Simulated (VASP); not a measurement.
# Ga3N4 in VASP: notebook

Ga3N4 is run at these levels: PBE; tasks: single point.

Everything below comes from runs of VASP 6.6.1. Logs are shortened: lines on timing, memory, paths and dates and some standing lists are left out, and cuts for length are marked.

### 1 The cell of the first run

The cell holds a slab with vacuum, 7 atoms: a = 3.217 Å, b = 3.217 Å, c = 21.220 Å, α = 90.00°, β = 90.00°, γ = 90.00°.

### 2 Single point, PBE, collinear spin

INCAR reads:

```
SYSTEM = Ga3N4
ALGO = Normal ; DIPOL = 0.5 0.5 0.348
EDIFF = 1E-6 ; ENCUT = 520
GGA = PE ; IDIPOL = 3
ISIF = 2 ; ISMEAR = 0
ISPIN = 2 ; LASPH = .TRUE.
LCHARG = .TRUE. ; LDIPOL = .TRUE.
LELF = .TRUE. ; LORBIT = 11
LREAL = .FALSE. ; LVACPOTAV = .TRUE.
LVHAR = .TRUE. ; LWAVE = .FALSE.
MAGMOM = 0 0 0 3 0 0 0 ; NBANDS = 42
NELM = 150 ; PREC = Accurate
SIGMA = 0.05
```

KPOINTS reads:

```
k-points
0
G
  8 8 1
  0 0 0
```

POSCAR reads:

```
Ga3N4
1.0
    3.2165072845      0.0000000000      0.0000000000
    0.0000000000      3.2165072845      0.0000000000
    0.0000000000      0.0000000000     21.2198072894
N Ga
4 3
Direct
    0.0000000000      0.5000000000      0.1885031257
    0.5000000000      0.0000000000      0.2956866680
    0.0000000000      0.5000000000      0.4029970640
    0.6250000000      1.0000000000      0.5008491687
    0.5000000000      0.5000000000      0.2420948968
    0.0000000000      0.0000000000      0.3470972838
    0.5000000000      0.5000000000      0.4580535137
```

Potentials or basis: VASP PAW PBE potentials, release 64 (N, Ga_d).

The run is started by

```sh
> cat potpaw_PBE.64/N/POTCAR potpaw_PBE.64/Ga_d/POTCAR > POTCAR
> mpirun -np 1 vasp_std > vasp.out
```

OUTCAR:

```text
SYSTEM = Ga3N4
   EDIFF = 1E-6
   ENCUT = 520
   GGA = PE
   ISIF = 2
   ISMEAR = 0
   ISPIN = 2
   LASPH = .TRUE.
   LORBIT = 11
   LREAL = .FALSE.
   NELM = 150
   PREC = Accurate

 ion  position               nearest neighbor table
   1  0.000  0.500  0.189-   5 1.97   5 1.97
   2  0.500  0.000  0.296-   6 1.94   6 1.94   5 1.97   5 1.97
   3  0.000  0.500  0.403-   7 1.99   7 1.99   6 2.00   6 2.00
   4  0.625  0.000  0.501-   7 1.89   7 1.89
   5  0.500  0.500  0.242-   1 1.97   1 1.97   2 1.97   2 1.97
   6  0.000  0.000  0.347-   2 1.94   2 1.94   3 2.00   3 2.00
   7  0.500  0.500  0.458-   4 1.89   4 1.89   3 1.99   3 1.99

  LATTYP: Found a simple tetragonal cell.
 ALAT       =     3.2165072845
 C/A-ratio  =     6.5971581633

  Lattice vectors:

 A1 = (   3.2165072845,   0.0000000000,   0.0000000000)
 A2 = (   0.0000000000,   3.2165072845,   0.0000000000)
 A3 = (   0.0000000000,   0.0000000000,  21.2198072894)

Analysis of symmetry for initial positions (statically):
=====================================================================
 Subroutine PRICEL returns:
 Original cell was already a primitive cell.

 Routine SETGRP: Setting up the symmetry group for a
 simple tetragonal supercell.

 Subroutine GETGRP returns: Found  2 space group operations
 (whereof  2 operations were pure point group operations)
 out of a pool of 16 trial point group operations.

The static configuration has the point symmetry C_1h.

Analysis of symmetry for dynamics (positions and initial velocities):
=====================================================================
 Subroutine PRICEL returns:
 Original cell was already a primitive cell.

 Routine SETGRP: Setting up the symmetry group for a
 simple tetragonal supercell.

 Subroutine GETGRP returns: Found  2 space group operations
 (whereof  2 operations were pure point group operations)
 out of a pool of 16 trial point group operations.

The dynamic configuration has the point symmetry C_1h.

Analysis of structural, dynamic, and magnetic symmetry:
=====================================================================
 Subroutine PRICEL returns:
 Original cell was already a primitive cell.

 Routine SETGRP: Setting up the symmetry group for a
 simple tetragonal supercell.

 Subroutine GETGRP returns: Found  2 space group operations
 (whereof  2 operations were pure point group operations)
 out of a pool of 16 trial point group operations.

The overall configuration has the point symmetry C_1h.

 Subroutine INISYM returns: Found  2 space group operations
 (whereof  2 operations are pure point group operations),
 and found     1 'primitive' translations

----------------------------------------------------------------------------------------

                                     Primitive cell

  volume of cell :     219.5384

  direct lattice vectors                    reciprocal lattice vectors
     3.216507285  0.000000000  0.000000000     0.310896234  0.000000000  0.000000000
     0.000000000  3.216507285  0.000000000     0.000000000  0.310896234  0.000000000
     0.000000000  0.000000000 21.219807289     0.000000000  0.000000000  0.047125781

  length of vectors
     3.216507285  3.216507285 21.219807289     0.310896234  0.310896234  0.047125781

  position of ions in fractional coordinates (direct lattice)
     0.000000000  0.500000000  0.188503126
     0.500000000  0.000000000  0.295686668
     0.000000000  0.500000000  0.402997064
     0.625000000  0.000000000  0.500849169
     0.500000000  0.500000000  0.242094897
     0.000000000  0.000000000  0.347097284
     0.500000000  0.500000000  0.458053514

  ion indices of the primitive-cell ions
   primitive index   ion index
                 1           1
                 2           2
                 3           3
                 4           4
                 5           5
                 6           6
                 7           7

----------------------------------------------------------------------------------------

[... 52 lines left out ...]
   total plane-waves  NPLWV =  92160
   dimension x,y,z NGX =    24 NGY =   24 NGZ =  160
   dimension x,y,z NGXF=    48 NGYF=   48 NGZF=  320
   ions per type =               4   3
   NGX,Y,Z   is equivalent  to a cutoff of  12.40, 12.40, 12.54 a.u.
   NGXF,Y,Z  is equivalent  to a cutoff of  24.81, 24.81, 25.07 a.u.
 SYSTEM =  Ga3N4
   PREC   = accura    normal or accurate (medium, high low for compatibility)
   ISTART =      0    job   : 0-new  1-cont  2-samecut
   ICHARG =      2    charge: 1-file 2-atom 10-const
   ISPIN  =      2    spin polarized calculation?
   LNONCOLLINEAR =      F non collinear calculations
   LSORBIT =      F    spin-orbit coupling
   LASPH  =      T    aspherical Exc in radial PAW
   ENCUT  =  520.0 eV  38.22 Ry    6.18 a.u.   5.98  5.98 39.45*2*pi/ulx,y,z
   NELM   =    150;   NELMIN=  2; NELMDL= -5     # of ELM steps
   EDIFF  = 0.1E-05   stopping-criterion for ELM
   LREAL  =      F    real-space projection
   EDIFFG = 0.1E-04   stopping-criterion for IOM
   NSW    =      0    number of steps for IOM
   IBRION =     -1    ionic relax: 0-MD 1-quasi-New 2-CG
   NFREE  =      0    steps in history (QN), initial steepest desc. (CG)
   ISIF   =      2    stress and relaxation
   ISYM   =      2    0-nonsym 1-usesym 2-fastsym
   POTIM  = 0.5000    time-step for ionic-motion
   TEBEG  =    0.0;   TEEND  =   0.0 temperature during run
   PSTRESS=    0.0 pullay stress
   NELECT =      59.0000    total number of electrons
   NUPDOWN=      -1.0000    fix difference up-down
   EMIN   =  10.00;   EMAX   =-10.00  energy-range for DOS
   EFERMI =   0.00;   METHOD = LEGACY
   ISMEAR =     0;   SIGMA  =   0.05  broadening in eV -4-tet -1-fermi 0-gaus
   EFERMI_NEDOS =   21; number of points for ismear=-14 and -15
   IALGO  =     38    algorithm
   IMIX   =      4    mixing-type and parameters
     AMIX     =   0.40;   BMIX     =  1.00
     AMIX_MAG =   1.60;   BMIX_MAG =  1.00
  volume/ion in A,a.u.               =      31.36       211.65
  Fermi-wavevector in a.u.,A,eV,Ry     =   1.056466  1.996430 15.185726  1.116119
  Thomas-Fermi vector in A             =   2.191702
   LORBIT       =     11    0 simple, 1 ext, 2 COOP (PROOUT), +10 PAW based schemes
   GGA     = PE    functional components
   LHFCALC =     F    Hartree Fock is set to
   AEXX    =    0.0000 exact exchange contribution
   IVDW    =     0    specifies the selected vdW correction
   LEPSILON=     F    determine dielectric tensor
   LRPA    =     F    only Hartree local field effects (RPA)
 spin polarized calculation
 Gauss-broadening in eV      SIGMA  =   0.05
  energy-cutoff  :      520.00
  volume of cell :      219.54
 maximum number of plane-waves:      5966
   NGX = 11   NGY = 11   NGZ = 79

 dipolmoment           0.000000      0.000000      0.041671 electrons x Angstroem

 number of electron      59.0000025 magnetization       1.4544631

 dipolmoment           0.000000      0.000000     -0.066609 electrons x Angstroem

 Free energy of the ion-electron system (eV)
  ---------------------------------------------------
  ext. energy  EPLUGINS =         0.00000000
  ---------------------------------------------------
  free energy    TOTEN  =       -37.75797711 eV

  energy without entropy =      -37.75074834  energy(sigma->0) =      -37.75436273

 E-fermi :  -3.0623     XC(G=0):  -4.8777

 val. band max:       -3.0632089181   @ k =  -0.2500   0.3750   0.0000
 cond. band min:      -3.0592319157   @ k =   0.0000   0.1250   0.0000
 fundamental gap:      0.0039770024
 Fermi energy:        -3.0623191222

 spin component 1

 k-point     1 :       0.0000    0.0000    0.0000
  band No.  band energies     occupation
      1     -18.8311      1.00000
      2     -18.3490      1.00000
      3     -17.8637      1.00000
      4     -17.0009      1.00000
      5     -16.6517      1.00000
      6     -16.6275      1.00000
[... 1045 lines left out ...]
     40       7.7217      0.00000
     41       8.4285      0.00000

 [... further k-points ...]

 spin component 2

 k-point     1 :       0.0000    0.0000    0.0000
  band No.  band energies     occupation
      1     -18.6936      1.00000
      2     -18.0213      1.00000
      3     -17.2036      1.00000
      4     -17.0575      1.00000
      5     -16.6467      1.00000
      6     -16.6158      1.00000
[... 1045 lines left out ...]
     40       7.7232      0.00000
     41       8.7318      0.00000

 [... further k-points ...]

 [bands above 41 left out]

------------------------ aborting loop because EDIFF is reached ----------------------------------------

  FORCE on cell =-STRESS in cart. coord.  units (eV):
  Direction    XX          YY          ZZ          XY          YZ          ZX
  --------------------------------------------------------------------------------------
  -------------------------------------------------------------------------------------
  Total        0.2267352      1.4123113     -1.1669147      0.0000000      0.0000000     -0.8983960
  in kB        1.6546992     10.3069576     -8.5160690      0.0000000      0.0000000     -6.5564369
  external PRESSURE =       1.1485293 kB  Pullay stress =       0.0000000 kB

 VOLUME and BASIS-vectors are now :
 -----------------------------------------------------------------------------
  energy-cutoff  :      520.00
  volume of cell :      219.54
      direct lattice vectors                 reciprocal lattice vectors
     3.216507285  0.000000000  0.000000000     0.310896234  0.000000000  0.000000000
     0.000000000  3.216507285  0.000000000     0.000000000  0.310896234  0.000000000
     0.000000000  0.000000000 21.219807289     0.000000000  0.000000000  0.047125781

 POSITION                                       TOTAL-FORCE (eV/Angst)
 -----------------------------------------------------------------------------------
      0.00000      1.60825      4.00000         0.006809      0.000000      1.415340
      1.60825      0.00000      6.27441         0.015336      0.000000      0.114538
      0.00000      1.60825      8.55152         0.351583      0.000000     -0.695811
      2.01032      0.00000     10.62792        -0.352139      0.000000      0.026463
      1.60825      1.60825      5.13721         0.001162      0.000000     -1.901035
      0.00000      0.00000      7.36534         0.030418      0.000000      0.921989
      1.60825      1.60825      9.71981        -0.053169      0.000000      0.118515
 -----------------------------------------------------------------------------------
    total drift:                               -0.000085     -0.000000      0.000437

  FREE ENERGIE OF THE ION-ELECTRON SYSTEM (eV)
  ---------------------------------------------------
  free  energy   TOTEN  =       -37.7579771127 eV

  energy  without entropy=      -37.7507483424  energy(sigma->0) =      -37.75436273

 vacuum level on the upper side and lower side of the slab         3.812         4.976

 total charge

# of ion       s       p       d       tot
------------------------------------------
    1        1.313   2.154   0.000   3.467
    2        1.239   2.482   0.000   3.720
    3        1.240   2.447   0.000   3.687
    4        1.294   2.247   0.000   3.541
    5        0.795   0.868  10.139  11.803
    6        0.792   0.858  10.155  11.805
    7        0.800   0.906  10.165  11.872
--------------------------------------------------
tot          7.473  11.962  30.460  49.895

 magnetization (x)

# of ion       s       p       d       tot
------------------------------------------
    1        0.001  -0.071   0.000  -0.071
    2        0.001   0.063   0.000   0.064
    3        0.006   0.139   0.000   0.145
    4        0.031   0.837   0.000   0.868
    5        0.002   0.009   0.009   0.020
    6       -0.003   0.008   0.008   0.013
    7       -0.017  -0.015   0.046   0.013
--------------------------------------------------
tot          0.021   0.970   0.063   1.053
```

It took 47 min on 1 thread of Oxide Virtual Turin-like, shared host; peak memory 0.53 GiB.

Results:

- Free energy: -37.7580 eV
- Largest force: 1.901 eV/Å
- Net moment: 1.45 μB per cell
- Site moments: N -0.07, +0.06, +0.14, +0.87; Ga +0.02, +0.01 (each value once) μB
- Valence electrons inside the program's atomic spheres: N 3.47, 3.72, 3.69, 3.54; Ga 11.80, 11.87 (each value once)

Forces in eV/Å, atoms in the order of the input:
```
N    0.007  0.000  1.415
N    0.015  0.000  0.115
N    0.352  0.000 -0.696
N   -0.352  0.000  0.026
Ga   0.001  0.000 -1.901
Ga   0.030  0.000  0.922
Ga  -0.053  0.000  0.119
```

### 3 Single point, PBE, collinear spin

INCAR reads:

```
SYSTEM = Ga3N4
PREC     = Accurate       ! precision mode
ENCUT    = 520            ! plane-wave cutoff, eV
EDIFF    = 1E-6           ! SCF threshold, eV
ISMEAR   = 0              ! smearing method
SIGMA    = 0.05           ! smearing width, eV
LREAL    = .False.        ! projectors in reciprocal space
LASPH    = .True.         ! aspherical terms in the spheres
NELM     = 150            ! most SCF steps
ALGO     = Fast           ! electronic algorithm
ISIF     = 2              ! what is computed and relaxed
LWAVE    = .False.        ! write WAVECAR
LCHARG   = .True.         ! write CHGCAR
ISPIN    = 2              ! spin polarisation
MAGMOM   = 0 0 0 3 0 0 0  ! initial moments
LORBIT   = 11             ! projections on sites
LDIPOL   = .True.       
IDIPOL   = 3            
DIPOL    = 0.5 0.5 0.351
GGA      = PE             ! functional
LELF     = .True.         ! ELF
LVHAR    = .True.       
LVACPOTAV= .True.       
NBANDS   = 42             ! bands
```

KPOINTS reads:

```
regular mesh
0
Gamma
  8 8 1
  0 0 0
```

POSCAR: that of step 2 with these lines changed.

```diff
@@ -11,3 +11,3 @@
     0.0000000000      0.5000000000      0.4029970640
-    0.6250000000      1.0000000000      0.5008491687
+    0.5000000000      0.8750000000      0.5229566316
     0.5000000000      0.5000000000      0.2420948968
```

Potentials or basis: VASP PAW PBE potentials, release 64 (N, Ga_d).

The run is started by

```sh
> cat potpaw_PBE.64/N/POTCAR potpaw_PBE.64/Ga_d/POTCAR > POTCAR
> mpirun -np 1 vasp_std > vasp.out
```

Run time: 24 min. Hardware: 1 thread of Oxide Virtual Turin-like, shared host; peak memory 0.53 GiB.

Results (log left out):

| Quantity | Value |
| --- | --- |
| Free energy | -37.0036 eV |
| Largest force | 2.155 eV/Å |
| Net moment | 1.86 μB per cell |
| Site moments | N +0.15, +0.07, +0.97 (each value once); Ga +0.02, +0.01, +0.00 μB |
| Valence electrons inside the program's atomic spheres | N 3.46, 3.72, 3.69, 3.45; Ga 11.80, 11.78 (each value once) |

Forces in eV/Å, atoms in the order of the input:
```
N    0.000  0.009  1.595
N    0.000 -0.036  0.275
N    0.000 -0.464 -0.014
N    0.000  1.749  0.017
Ga   0.000 -0.008 -2.155
Ga   0.000  0.064  0.673
Ga   0.000 -1.314 -0.392
```

Levels at points of the mesh, in eV from the Fermi level:
Spin up:
```tsv
k point	band 26	band 27	band 28	band 29	band 30	band 31	band 32	band 33	band 34	band 35
(0.00, 0.00, 0.00)	-1.44	-0.64	-0.62	-0.48	-0.17	0.81	2.01	3.35	4.65	5.54
(0.50, 0.00, 0.00)	-1.55	-1.40	-1.14	-0.94	-0.49	1.07	4.26	4.72	5.43	7.19
(0.00, 0.50, 0.00)	-1.50	-1.38	-0.60	-0.55	-0.53	-0.30	3.95	4.86	5.91	6.34
(0.50, 0.50, 0.00)	-2.98	-2.61	-1.93	-1.42	-1.24	-0.53	3.46	4.10	6.07	6.55
```
Spin down:
```tsv
k point	band 26	band 27	band 28	band 29	band 30	band 31	band 32	band 33
(0.00, 0.00, 0.00)	-0.99	-0.09	0.16	0.61	0.97	2.40	2.50	3.49
(0.50, 0.00, 0.00)	-1.31	-0.37	-0.33	0.41	0.82	1.29	4.61	4.95
(0.00, 0.50, 0.00)	-1.35	-0.93	-0.19	-0.14	0.20	2.78	4.33	4.97
(0.50, 0.50, 0.00)	-2.62	-1.99	-0.77	-0.48	-0.41	0.94	3.87	4.26
```
